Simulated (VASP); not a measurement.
Set up this calculation in VASP 6.6.1, as the native input.

| Quantity | Value |
| --- | --- |
| Task | single point |
| Functional | PBEsol |
| Potentials or basis | VASP PAW PBE potentials, release 64 (In_d, P) |
| Cutoff | 520 eV |
| k mesh | 9 × 7 × 1 |
| Occupations | gaussian, width 0.1 eV |
| Spin | no spin polarisation |
| Dipole correction | yes |
| Further INCAR settings | ALGO = Normal; EDIFF = 1e-07; NBANDS = 66 |

The structure of InP lies in POSCAR:

```
InP
1.0
    3.8601906168      0.0000000000      0.0000000000
    0.0000000000      5.4591339236      0.0000000000
    0.0000000000      0.0000000000     24.6504765419
In P
6 6
Direct
    0.5000000000      0.5000000000      0.3109358201
    0.0000000000      0.0000000000      0.3759225333
    0.5000000000      0.5000000000      0.4649023964
    0.0000000000      0.0000000000      0.5350975968
    0.5000000000      0.5000000000      0.6240774708
    0.0000000000      0.0000000000      0.6890641773
    0.5000000000      0.0000000000      0.3036381263
    0.0000000000      0.5000000000      0.3831933991
    0.5000000000      0.0000000000      0.4593887154
    0.0000000000      0.5000000000      0.5406112650
    0.5000000000      0.0000000000      0.6168066072
    0.0000000000      0.5000000000      0.6963618923
```

One way to write it, as run:

INCAR

```
SYSTEM = InP
ALGO     = Normal         ! electronic algorithm
DIPOL    = 0.5 0.5 0.500
EDIFF    = 1E-7           ! SCF threshold, eV
ENCUT    = 520            ! plane-wave cutoff, eV
GGA      = PS             ! functional
IDIPOL   = 3            
ISIF     = 2              ! what is computed and relaxed
ISMEAR   = 0              ! smearing method
LASPH    = .TRUE.         ! aspherical terms in the spheres
LCHARG   = .FALSE.        ! write CHGCAR
LDIPOL   = .TRUE.       
LREAL    = .FALSE.        ! projectors in reciprocal space
LWAVE    = .FALSE.        ! write WAVECAR
NBANDS   = 66             ! bands
NELM     = 80             ! most SCF steps
PREC     = Accurate       ! precision mode
SIGMA    = 0.1            ! smearing width, eV
```

KPOINTS

```
k-points
0
G
  9 7 1
  0 0 0
```

Potentials or basis: VASP PAW PBE potentials, release 64 (In_d, P).

The run is started by

```bash
$ cat potpaw_PBE.64/In_d/POTCAR potpaw_PBE.64/P/POTCAR > POTCAR
$ mpirun -np 1 vasp_std > vasp.out
```

It gave:

```
Largest force          : 0.008 eV/Å
Band gap on the k mesh : zero (bands 54 and 55 overlap by 1.19 eV)
```

Caveat: the PAW data sets were made with another functional, which shifts forces and pressure a little; spin-orbit coupling is left out, which moves the levels of the heavy elements.

Run time: 31 min on 1 thread of Intel(R) Xeon(R) Platinum 8488C (Sapphire Rapids), on a shared host, peak memory 0.8 GiB.
